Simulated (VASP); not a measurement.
Runs of VASP 6.6.1 on Bi. The structure is that of space group I4/mmm (No. 139), or close to it. The cells are those of the table. 

| cell | gap on the mesh (eV) | pressure (GPa) |
| --- | --- | --- |
| a = 3.451 Å, angles 105.4, 105.4, 118.0°, 1 atom | none | (a) |
| a = 3.458 Å, angles 114.7, 114.7, 99.4°, 1 atom | none | -1.8 |
| a = 3.476 Å, angles 103.5, 103.5, 122.2°, 1 atom | none | -0.7 |
| a = 3.517 Å, angles 101.5, 101.5, 126.9°, 1 atom | none | 1.0 |

Alike in all rows: task single point; level PBEsol; potentials or basis VASP PAW PBE potentials, release 64 (Bi_d); no spin polarisation; k mesh 18 × 18 × 18; cutoff (eV) 520; smearing gaussian 0.15 eV.

Fill in the values left out.

(a) -1.5.

Caveats: the PAW data sets were made with another functional, which shifts forces and pressure a little; spin-orbit coupling is left out, which moves the levels of the heavy elements.

A k mesh can miss the band edges, and the runs leave out spin-orbit coupling on Bi.

A gap of «none» marks levels without a gap at the run's occupations.
